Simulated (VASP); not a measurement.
# Ga2N (Fm-3m) in VASP: density of states with PBE

Aim: the density of states of Ga2N with PBE.

Program: VASP 6.6.1. These are calculated values, not measurements. Logs are shortened: lines on timing, memory, paths and dates and some standing lists are left out, and cuts for length are marked.

## Step 1: The cell of the first run

The structure is cubic, space group Fm-3m (No. 225). Conventional cell: a = 5.702 Å, b = 5.702 Å, c = 5.702 Å, α = 90.00°, β = 90.00°, γ = 90.00°. Within 3.3 Å of Ga (site symmetry -43m) lie 4 N at 2.47 Å and 6 Ga at 2.85 Å. Within 3.3 Å of N (site symmetry m-3m) lie 8 Ga at 2.47 Å.

## Step 2: Density of states, PBE

The input, POSCAR:

```
Ga2N
1.0
    0.0000000000      2.8510549594      2.8510549594
    2.8510549594      0.0000000000      2.8510549594
    2.8510549594      2.8510549594      0.0000000000
Ga N
2 1
Direct
    0.2500000000      0.2500000000      0.2500000000
    0.7500000000      0.7500000000      0.7500000000
    0.5000000000      0.5000000000      0.5000000000
```

The input, INCAR.step1:

```
SYSTEM = Ga2N
PREC = Accurate ; ENCUT = 520
EDIFF = 1E-6 ; ISMEAR = 0
SIGMA = 0.1 ; LREAL = .FALSE.
LASPH = .TRUE. ; NELM = 100
ALGO = Normal ; ISIF = 2
LWAVE = .FALSE. ; LCHARG = .TRUE.
GGA = PE ; NBANDS = 22
```

The input, KPOINTS.step1:

```
regular mesh
0
G
  14 14 14
  0 0 0
```

The input, INCAR.step2:

```
SYSTEM = Ga2N
PREC = Accurate ; ENCUT = 520
EDIFF = 1E-6 ; ISMEAR = -5
SIGMA = 0.1 ; LREAL = .FALSE.
LASPH = .TRUE. ; NELM = 100
ALGO = Normal ; ISIF = 2
LWAVE = .FALSE. ; LCHARG = .FALSE.
GGA = PE ; LORBIT = 11
NEDOS = 1001 ; ICHARG = 11
```

The input, KPOINTS.step2:

```
regular mesh
0
G
  21 21 21
  0 0 0
```

Potentials or basis: VASP PAW PBE potentials, release 64 (Ga_d, N).

Launch:

```sh
> cat potpaw_PBE.64/Ga_d/POTCAR potpaw_PBE.64/N/POTCAR > POTCAR
> cp INCAR.step1 INCAR
> cp KPOINTS.step1 KPOINTS
> mpirun -np 1 vasp_std > vasp.out
> cp INCAR.step2 INCAR
> cp KPOINTS.step2 KPOINTS
> mpirun -np 1 vasp_std > vasp.out
```

OUTCAR:

```text
SYSTEM = Ga2N
   PREC = Accurate
   ENCUT = 520
   EDIFF = 1E-6
   ISMEAR = -5
   LREAL = .FALSE.
   LASPH = .TRUE.
   NELM = 100
   ISIF = 2
   GGA = PE
   LORBIT = 11
   ICHARG = 11

 ion  position               nearest neighbor table
   1  0.250  0.250  0.250-   2 2.85   2 2.85   2 2.85   2 2.85   2 2.85   2 2.85
   2  0.750  0.750  0.750-   1 2.85   1 2.85   1 2.85   1 2.85   1 2.85   1 2.85
   3  0.500  0.500  0.500-

  LATTYP: Found a face centered cubic cell.
 ALAT       =     5.7021099188

  Lattice vectors:

 A1 = (   0.0000000000,   2.8510549594,   2.8510549594)
 A2 = (   2.8510549594,   0.0000000000,   2.8510549594)
 A3 = (   2.8510549594,   2.8510549594,   0.0000000000)

Analysis of symmetry for initial positions (statically):
=====================================================================
 Subroutine PRICEL returns:
 Original cell was already a primitive cell.

 Routine SETGRP: Setting up the symmetry group for a
 face centered cubic supercell.

 Subroutine GETGRP returns: Found 48 space group operations
 (whereof 48 operations were pure point group operations)
 out of a pool of 48 trial point group operations.

The static configuration has the point symmetry O_h .

Analysis of symmetry for dynamics (positions and initial velocities):
=====================================================================
 Subroutine PRICEL returns:
 Original cell was already a primitive cell.

 Routine SETGRP: Setting up the symmetry group for a
 face centered cubic supercell.

 Subroutine GETGRP returns: Found 48 space group operations
 (whereof 48 operations were pure point group operations)
 out of a pool of 48 trial point group operations.

The dynamic configuration has the point symmetry O_h .

 Subroutine INISYM returns: Found 48 space group operations
 (whereof 48 operations are pure point group operations),
 and found     1 'primitive' translations

----------------------------------------------------------------------------------------

                                     Primitive cell

  volume of cell :      46.3497

  direct lattice vectors                    reciprocal lattice vectors
     0.000000000  2.851054959  2.851054959    -0.175373680  0.175373680  0.175373680
     2.851054959  0.000000000  2.851054959     0.175373680 -0.175373680  0.175373680
     2.851054959  2.851054959  0.000000000     0.175373680  0.175373680 -0.175373680

  length of vectors
     4.032000591  4.032000591  4.032000591     0.303756124  0.303756124  0.303756124

  position of ions in fractional coordinates (direct lattice)
     0.250000000  0.250000000  0.250000000
     0.750000000  0.750000000  0.750000000
     0.500000000  0.500000000  0.500000000

  ion indices of the primitive-cell ions
   primitive index   ion index
                 1           1
                 2           2
                 3           3

----------------------------------------------------------------------------------------

 KPOINTS: regular mesh

Automatic generation of k-mesh.
 Grid dimensions read from file:
 generate k-points for:   21   21   21

 Generating k-lattice:

  Cartesian coordinates                     Fractional coordinates (reciprocal lattice)
    -0.008351128  0.008351128  0.008351128     0.047619048  0.000000000  0.000000000
     0.008351128 -0.008351128  0.008351128     0.000000000  0.047619048  0.000000000
     0.008351128  0.008351128 -0.008351128     0.000000000  0.000000000  0.047619048

  Length of vectors
     0.014464577  0.014464577  0.014464577

  Shift w.r.t. Gamma in fractional coordinates (k-lattice)
     0.000000000  0.000000000  0.000000000

 TETIRR: Found   1276 inequivalent tetrahedra from    55566

 Subroutine IBZKPT returns following result:
 ===========================================

 Found    286 irreducible k-points:

 Following reciprocal coordinates:
            Coordinates               Weight
  0.000000  0.000000  0.000000      1.000000
  0.047619  0.000000  0.000000      8.000000
  0.095238  0.000000  0.000000      8.000000
  0.142857  0.000000  0.000000      8.000000
  0.190476  0.000000  0.000000      8.000000
  0.238095  0.000000  0.000000      8.000000
[... 16 lines left out ...]
 -0.428571  0.047619  0.000000     24.000000
 -0.380952  0.047619  0.000000     24.000000
 [... further k-points ...]
   k-points           NKPTS =    286   k-points in BZ     NKDIM =    286   number of bands    NBANDS=     19
   number of dos      NEDOS =   1001   number of ions     NIONS =      3
   total plane-waves  NPLWV =  27000
   dimension x,y,z NGX =    30 NGY =   30 NGZ =   30
   dimension x,y,z NGXF=    60 NGYF=   60 NGZF=   60
   ions per type =               2   1
   NGX,Y,Z   is equivalent  to a cutoff of  12.37, 12.37, 12.37 a.u.
   NGXF,Y,Z  is equivalent  to a cutoff of  24.74, 24.74, 24.74 a.u.
 SYSTEM =  Ga2N
   PREC   = accura    normal or accurate (medium, high low for compatibility)
   ISTART =      0    job   : 0-new  1-cont  2-samecut
   ICHARG =     11    charge: 1-file 2-atom 10-const
   ISPIN  =      1    spin polarized calculation?
   LNONCOLLINEAR =      F non collinear calculations
   LSORBIT =      F    spin-orbit coupling
   LASPH  =      T    aspherical Exc in radial PAW
   ENCUT  =  520.0 eV  38.22 Ry    6.18 a.u.   7.50  7.50  7.50*2*pi/ulx,y,z
   NELM   =    100;   NELMIN=  2; NELMDL=  0     # of ELM steps
   EDIFF  = 0.1E-05   stopping-criterion for ELM
   LREAL  =      F    real-space projection
   EDIFFG = 0.1E-04   stopping-criterion for IOM
   NSW    =      0    number of steps for IOM
   IBRION =     -1    ionic relax: 0-MD 1-quasi-New 2-CG
   NFREE  =      0    steps in history (QN), initial steepest desc. (CG)
   ISIF   =      2    stress and relaxation
   ISYM   =      2    0-nonsym 1-usesym 2-fastsym
   POTIM  = 0.5000    time-step for ionic-motion
   TEBEG  =    0.0;   TEEND  =   0.0 temperature during run
   PSTRESS=    0.0 pullay stress
   NELECT =      31.0000    total number of electrons
   NUPDOWN=      -1.0000    fix difference up-down
   EMIN   =  10.00;   EMAX   =-10.00  energy-range for DOS
   EFERMI =   0.00;   METHOD = LEGACY
   ISMEAR =    -5;   SIGMA  =   0.10  broadening in eV -4-tet -1-fermi 0-gaus
   EFERMI_NEDOS =   21; number of points for ismear=-14 and -15
   IALGO  =     38    algorithm
   IMIX   =      4    mixing-type and parameters
     AMIX     =   0.40;   BMIX     =  1.00
     AMIX_MAG =   1.60;   BMIX_MAG =  1.00
  volume/ion in A,a.u.               =      15.45       104.26
  Fermi-wavevector in a.u.,A,eV,Ry     =   1.431682  2.705486 27.888032  2.049712
  Thomas-Fermi vector in A             =   2.551392
   LORBIT       =     11    0 simple, 1 ext, 2 COOP (PROOUT), +10 PAW based schemes
   GGA     = PE    functional components
   LHFCALC =     F    Hartree Fock is set to
   AEXX    =    0.0000 exact exchange contribution
   IVDW    =     0    specifies the selected vdW correction
   LEPSILON=     F    determine dielectric tensor
   LRPA    =     F    only Hartree local field effects (RPA)
 non-spin polarized calculation
 Fermi weights with tetrahedron method with Bloechl corrections
  energy-cutoff  :      520.00
  volume of cell :       46.35
 maximum number of plane-waves:      1272
 NGX is ok and might be reduce to    30

 number of electron      30.9999969 magnetization

 Free energy of the ion-electron system (eV)
  ---------------------------------------------------
  ext. energy  EPLUGINS =         0.00000000
  ---------------------------------------------------
  free energy    TOTEN  =       -11.80602525 eV

  energy without entropy =      -11.80602525  energy(sigma->0) =      -11.80602525

 E-fermi :   5.5829     XC(G=0): -10.9757

 val. band max:        5.6842297196   @ k =  -0.2857   0.4762   0.2381
 cond. band min:       5.5865859848   @ k =   0.4762   0.2381   0.0476
 fundamental gap:     -0.0976437349
 Fermi energy:         5.5829039399

 k-point     1 :       0.0000    0.0000    0.0000
  band No.  band energies     occupation
      1      -9.8318      2.00000
      2      -9.7763      2.00000
      3      -9.7763      2.00000
      4      -9.6839      2.00000
      5      -9.6839      2.00000
      6      -9.6839      2.00000
[... 11 lines left out ...]
     18       7.0083      0.00000
     19       7.1434      0.00000

 k-point     2 :       0.0476    0.0000    0.0000
  band No.  band energies     occupation
      1      -9.8520      2.00000
      2      -9.7739      2.00000
      3      -9.7739      2.00000
      4      -9.6819      2.00000
      5      -9.6819      2.00000
      6      -9.6457      2.00000
[... 11 lines left out ...]
     18       7.0477      0.00000
     19       7.8692      0.00000

 k-point     3 :       0.0952    0.0000    0.0000
  band No.  band energies     occupation
      1      -9.8860      2.00000
      2      -9.7669      2.00000
      3      -9.7669      2.00000
      4      -9.6762      2.00000
      5      -9.6762      2.00000
      6      -9.5605      2.00000
[... 11 lines left out ...]
     18       7.1585      0.00000
     19       8.6620      0.00000

 k-point     4 :       0.1429    0.0000    0.0000
  band No.  band energies     occupation
      1      -9.9153      2.00000
      2      -9.7554      2.00000
      3      -9.7554      2.00000
      4      -9.6668      2.00000
      5      -9.6668      2.00000
      6      -9.4724      2.00000
[... 407 lines left out ...]
     18       7.9042      0.00000
     19       9.8125      0.00000

 k-point    23 :      -0.4286    0.0476    0.0000
  band No.  band energies     occupation
      1      -9.9783      2.00000
      2      -9.6137      2.00000
      3      -9.5812      2.00000
      4      -9.5617      2.00000
      5      -9.5497      2.00000
      6      -9.5287      2.00000
[... 11 lines left out ...]
     18       7.9261      0.00000
     19       9.8303      0.00000

 k-point    24 :      -0.3810    0.0476    0.0000
  band No.  band energies     occupation
      1      -9.9769      2.00000
      2      -9.6445      2.00000
      3      -9.6106      2.00000
      4      -9.5816      2.00000
      5      -9.5665      2.00000
      6      -9.5194      2.00000
[... 11 lines left out ...]
     18       7.9517      0.00000
     19       9.8818      0.00000

 [... further k-points ...]
[... 5 lines left out ...]
  --------------------------------------------------------------------------------------
  -------------------------------------------------------------------------------------
  Total        0.0148302      0.0148302      0.0148302      0.0000000     -0.0000000      0.0000000
  in kB        0.5126369      0.5126369      0.5126369      0.0000000     -0.0000000      0.0000000
  external PRESSURE =       0.5126369 kB  Pullay stress =       0.0000000 kB

 VOLUME and BASIS-vectors are now :
 -----------------------------------------------------------------------------
  energy-cutoff  :      520.00
  volume of cell :       46.35
      direct lattice vectors                 reciprocal lattice vectors
     0.000000000  2.851054959  2.851054959    -0.175373680  0.175373680  0.175373680
     2.851054959  0.000000000  2.851054959     0.175373680 -0.175373680  0.175373680
     2.851054959  2.851054959  0.000000000     0.175373680  0.175373680 -0.175373680

 POSITION                                       TOTAL-FORCE (eV/Angst)
 -----------------------------------------------------------------------------------
      1.42553      1.42553      1.42553         0.000000      0.000000      0.000000
      4.27658      4.27658      4.27658        -0.000000     -0.000000     -0.000000
      2.85105      2.85105      2.85105         0.000000     -0.000000     -0.000000
 -----------------------------------------------------------------------------------
    total drift:                                0.000000     -0.000000      0.000000

  FREE ENERGIE OF THE ION-ELECTRON SYSTEM (eV)
  ---------------------------------------------------
  free  energy   TOTEN  =       -11.8060252545 eV

  energy  without entropy=      -11.8060252545  energy(sigma->0) =      -11.80602525

 total charge

# of ion       s       p       d       tot
------------------------------------------
    1        1.040   0.481   9.975  11.497
    2        1.040   0.481   9.975  11.497
    3        1.374   2.075   0.000   3.449
--------------------------------------------------
tot          3.454   3.038  19.951  26.443
```

Run time: 3.7 min. Hardware: 1 thread of Intel Xeon Platinum 8259CL at 2.50GHz (Skylake/Cascade Lake), shared host; peak memory 0.34 GiB.

Results:

* Valence electrons inside the program's atomic spheres: Ga 11.50; N 3.45

Levels at points of the mesh, in eV from the Fermi level:
```csv
k point,band 12,band 13,band 14,band 15,band 16,band 17,band 18,band 19
"(0.00, 0.00, 0.00)",-6.28,-2.80,-2.80,-2.80,1.43,1.43,1.43,1.56
```

Caveat: tetrahedron occupations give inexact forces and stress in metals.
